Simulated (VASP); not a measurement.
Write the native input for VASP 6.6.1 that does the following.

- Task: single point
- Functional: PBEsol
- Potentials or basis: VASP PAW PBE potentials, release 64 (Al, Ni)
- Cutoff: 520 eV
- k mesh: 16 × 16 × 16
- Occupations: gaussian, width 0.15 eV
- Spin: no spin polarisation
- Dipole correction: no
- Further INCAR settings: ALGO = Normal; EDIFF = 1e-07; NBANDS = 14

The structure of AlNi lies in POSCAR:

```
AlNi
1.0
    2.8618233745      0.0000000000      0.0000000000
    0.0000000000      2.8618233745      0.0000000000
    0.0000000000      0.0000000000      2.8618233745
Al Ni
1 1
Direct
    0.0000000000      0.0000000000     -0.0199173717
    0.5000000000      0.5000000000      0.5091560777
```

This cell differs from its parent crystal: atoms displaced along a vibrational mode.

These files were run (other wordings do the same):

INCAR

```
  PREC = Accurate
  ENCUT = 520
  EDIFF = 1E-7
  ISMEAR = 0
  SIGMA = 0.15
  LREAL = False
  LASPH = True
  NELM = 100
  ALGO = Normal
  ISIF = 2
  LWAVE = False
  LCHARG = False
  GGA = PS
  NBANDS = 14
```

KPOINTS

```
Automatic mesh
0
Gamma
  16 16 16
```

Potentials or basis: VASP PAW PBE potentials, release 64 (Al, Ni).

Run with:

```console
$ cat potpaw_PBE.64/Al/POTCAR potpaw_PBE.64/Ni/POTCAR > POTCAR
$ mpirun -np 1 vasp_std > vasp.out
```

Results of the run:

The pressure is 0.7 GPa, the largest force is 0.521 eV/Å and the band gap on the k mesh is zero (an odd number of electrons rules out a gap without spin polarisation).

Caveat: the cell differs from its parent crystal (atoms displaced along a vibrational mode); the PAW data sets were made with another functional, which shifts forces and pressure a little.

Wall time 83 s on 1 thread of AMD EPYC 9R45 96-Core Processor (Zen 5) (shared host), peak memory 0.22 GiB.
